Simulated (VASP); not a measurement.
Write the native input for VASP 6.6.1 that does the following.

```yaml
Task: relaxation of the atoms
Functional: LDA
Potentials_or_basis: VASP PAW LDA potentials, release 64 (Si, O)
Cutoff: 520 eV
k_mesh: 2 × 2 × 2
Occupations: gaussian, width 0.02 eV
Spin: no spin polarisation
Dipole_correction: no
Further_INCAR_settings: ALGO = Normal; EDIFF = 1e-07; IBRION = 2; EDIFFG = -0.03; NSW = 80
```

The structure of Si8O15 (a cell with a defect) lies in POSCAR:

```
Si8O15
1.0
   -0.2578880000      5.2562670000      5.8652090000
    5.1448570000     -0.0755360000      5.8652090000
    4.9010550000      5.3318030000      0.0000000000
Si O
8 15
Direct
    0.0630570000      0.0365774000      0.1750597000
    0.2384752000      0.6081495000      0.2515749000
    0.1813693000      0.9129615000      0.5605477000
    0.3398286000      0.1969331000      0.1490410000
    0.5602831000      0.5417346000      0.6719783000
    0.7369008000      0.1054932000      0.7489882000
    0.6762673000      0.4280984000      0.0546231000
    0.8380918000      0.6974365000      0.6524764000
    0.3240209000      0.6780977000      0.6595470000
    0.2424319000      0.4441526000      0.1631652000
    0.5547756000      0.4398205000      0.9277059000
    0.1973383000      0.1831963000      0.0575097000
    0.3213414000      0.0516688000      0.4092577000
    0.9815122000      0.0288742000      0.7476000000
    0.6770062000      0.3331768000      0.5902143000
    0.5750855000      0.1153644000      0.9965030000
    0.8140542000      0.1843108000      0.1692085000
    0.7506728000      0.9368427000      0.6641987000
    0.6964525000      0.6858613000      0.5570118000
    0.8117158000      0.5568189000      0.9022717000
    0.4788954000      0.5336060000      0.2438729000
    0.1804813000      0.8271878000      0.0886003000
    0.0807311000      0.6135715000      0.4927565000
```

One way to write it, as run:

INCAR

```
SYSTEM = Si8O15
PREC = Accurate
ENCUT = 520
EDIFF = 1E-7
ISMEAR = 0
SIGMA = 0.02
LREAL = .False.
LASPH = .True.
NELM = 120
ALGO = Normal
ISIF = 2
LWAVE = .False.
LCHARG = .False.
GGA = CA
IBRION = 2
NSW = 80
EDIFFG = -0.03
GGA_COMPAT = .False.
NELMIN = 4
KPAR = 2
NCORE = 2
```

KPOINTS

```
regular mesh
0
Gamma
  2 2 2
  0 0 0
```

Potentials or basis: VASP PAW LDA potentials, release 64 (Si, O).

Run with:

```sh
$ cat potpaw_LDA.64/Si/POTCAR potpaw_LDA.64/O/POTCAR > POTCAR
$ mpirun -np 4 vasp_std > vasp.out
```

Results of the run:

| Item | Value |
| --- | --- |
| Energy gained by relaxing | 91.6 meV/atom |
| Ionic steps | 42 |
| Pressure after relaxing | -1.5 GPa |
| Largest force after relaxing | 0.029 eV/Å |
| Band gap on the k mesh | 4.63 eV |

Caveat: the k points lie up to 0.51 Å⁻¹ apart.

Wall time 74 min on 4 MPI ranks on AMD EPYC 7571 (shared host), peak memory 0.26 GiB a rank.
